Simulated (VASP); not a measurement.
Here is a VASP 6.6.1 calculation.

The input POSCAR:

```
MgO2
1.0
    1.8454751684      1.0654855853      3.4939788749
   -1.8454751684      1.0654855853      3.4939788749
    0.0000000000     -2.1309711705      3.4939788749
Mg O
1 2
Direct
    0.0000000000      0.0000000000      0.0000000000
    0.4287860000      0.4287860000      0.4287860000
    0.5712140000      0.5712140000      0.5712140000
```

File INCAR.step1:

```
SYSTEM = MgO2
PREC = Accurate ; ENCUT = 520
ISMEAR = 0 ; SIGMA = 0.05
LREAL = .FALSE. ; LASPH = .TRUE.
NELM = 100 ; NBANDS = 14
GGA = PE ; ALGO = Normal
EDIFF = 1E-4 ; LWAVE = .TRUE.
LCHARG = .FALSE.
```

Contents of INCAR.step2:

```
SYSTEM = MgO2
PREC = Accurate ; ENCUT = 520
EDIFF = 1E-6 ; ISMEAR = 0
SIGMA = 0.05 ; LREAL = .FALSE.
LASPH = .TRUE. ; NELM = 100
ALGO = Normal ; ISIF = 2
LWAVE = .FALSE. ; LCHARG = .FALSE.
METAGGA = R2SCAN ; LMIXTAU = .TRUE.
NBANDS = 14 ; ISTART = 1
```

The input KPOINTS:

```
Automatic mesh
0
G
  12 12 12
  0 0 0
```

Potentials or basis: VASP PAW PBE potentials, release 64 (Mg, O).

Launch:

```bash
$ cat potpaw_PBE.64/Mg/POTCAR potpaw_PBE.64/O/POTCAR > POTCAR
$ cp INCAR.step1 INCAR
$ mpirun -np 1 vasp_std > vasp.out
$ cp INCAR.step2 INCAR
$ mpirun -np 1 vasp_std > vasp.out
```

Task: Estimate the largest force.

Result: 1.099 eV/Å.

Task: What does it give for the pressure?

Result: -19.2 GPa.

Forces on the atoms (eV/Å):
```
Mg   0.000  0.000  0.000
O    0.000  0.000 -1.099
O    0.000  0.000  1.099
```

Caveat: the cell differs from its parent crystal (strain +0.1500 x Voigt [1, 1, 0, 0, 0, 0]); the cell stands under tension; the PAW data sets were made with another functional, which shifts forces and pressure a little.
